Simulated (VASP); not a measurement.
**TaN: single point with r2SCAN**

Crystal: TaN.

```
Ta N
1.0
     4.93965    0.00000    0.00000
    -2.46982    4.27786    0.00000
     0.00000    0.00000    2.83760
Ta N
3 3
Direct
  0.33333 0.66667 0.50000
  0.66667 0.33333 0.50000
  0.00000 0.00000 0.00000
  0.39241 0.00000 0.00000
  0.60759 0.60759 0.00000
  0.00000 0.39241 0.00000
```

This cell differs from its parent crystal: strain -0.050 along x and y, -0.025 along z.

```
Program                : VASP 6.6.1
Task                   : single point
Functional             : r2SCAN
Potentials or basis    : VASP PAW PBE potentials, release 64 (Ta_pv, N)
Cutoff                 : 660 eV
k mesh                 : 12 × 12 × 16
Occupations            : gaussian, width 0.15 eV
Spin                   : no spin polarisation
Dipole correction      : no
Further INCAR settings : ALGO = Normal; EDIFF = 1e-06; NBANDS = 33
```

The pressure is 58.5 GPa and the largest force is 0.947 eV/Å. The band gap on the k mesh is zero (bands 24 and 25 overlap by 3.30 eV).

Forces in eV/Å, atoms in the order of the input:
```
Ta   0.000  0.000  0.000
Ta   0.000  0.000  0.000
Ta   0.000  0.000  0.000
N    0.947  0.000  0.000
N   -0.473 -0.820  0.000
N   -0.473  0.820  0.000
```

Stress tensor (GPa, compression positive):
```
63.68  0.00  0.00
 0.00 63.68  0.00
 0.00  0.00 48.04
```

Levels at points of the mesh, in eV from the Fermi level:
| k point | band 20 | band 21 | band 22 | band 23 | band 24 | band 25 | band 26 | band 27 | band 28 | band 29 |
| --- | --- | --- | --- | --- | --- | --- | --- | --- | --- | --- |
| (0.00, 0.00, 0.00) | -5.88 | -5.28 | -4.06 | -2.01 | -1.19 | -1.19 | 0.39 | 0.39 | 2.24 | 2.24 |
| (0.50, 0.00, 0.00) | -5.48 | -4.80 | -4.49 | -3.29 | -3.19 | 1.36 | 2.07 | 2.36 | 2.69 | 2.78 |
| (0.00, 0.00, 0.50) | -5.36 | -5.02 | -3.51 | -3.51 | 1.80 | 2.41 | 2.41 | 2.95 | 2.95 | 3.92 |
| (0.50, 0.00, 0.50) | -5.38 | -4.68 | -4.02 | -2.50 | -1.20 | 0.52 | 1.85 | 3.92 | 3.93 | 4.17 |

Run time: 16 min on 1 thread of Intel(R) Xeon(R) 6975P-C (Granite Rapids), with other jobs on the host, peak memory 0.48 GiB.

Caveat: the cell differs from its parent crystal (strain -0.050 along x and y, -0.025 along z); the stress differs along the axes, from 48 to 64 GPa; the PAW data sets were made with another functional, which shifts forces and pressure a little; spin-orbit coupling is left out, which moves the levels of the heavy elements.
